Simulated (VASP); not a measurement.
Input of a VASP 6.6.1 run:

The input POSCAR:

```
Rh
1.0
    0.0000000000      1.8093962714      1.8093962714
    1.8093962714      0.0000000000      1.8093962714
    1.8093962714      1.8093962714      0.0000000000
Rh
1
Direct
    0.0000000000      0.0000000000      0.0000000000
```

INCAR.step1

```
PREC = Accurate
ENCUT = 520
ISMEAR = 0
SIGMA = 0.1
LREAL = F
LASPH = T
NELM = 100
NBANDS = 14
GGA = PE
ALGO = Normal
EDIFF = 1E-4
LWAVE = T
LCHARG = F
```

The input INCAR.step2:

```
PREC = Accurate
ENCUT = 520
EDIFF = 1E-7
ISMEAR = 0
SIGMA = 0.1
LREAL = F
LASPH = T
NELM = 100
ALGO = Normal
ISIF = 2
LWAVE = F
LCHARG = T
METAGGA = R2SCAN
LMIXTAU = T
LELF = T
LVHAR = T
NBANDS = 14
ISTART = 1
```

File KPOINTS:

```
regular mesh
0
Gamma
  20 20 20
```

Potentials or basis: VASP PAW PBE potentials, release 64 (Rh_pv).

Launch:

```console
$ cat potpaw_PBE.64/Rh_pv/POTCAR > POTCAR
$ cp INCAR.step1 INCAR
$ mpirun -np 1 vasp_std > vasp.out
$ cp INCAR.step2 INCAR
$ mpirun -np 1 vasp_std > vasp.out
```

**Question.** Predict the band gap on the k mesh.

**Answer.** Zero (an odd number of electrons rules out a gap without spin polarisation).

**Question.** What does it give for the pressure?

**Answer.** 62.3 GPa.

Caveat: the cell stands under pressure; the PAW data sets were made with another functional, which shifts forces and pressure a little.
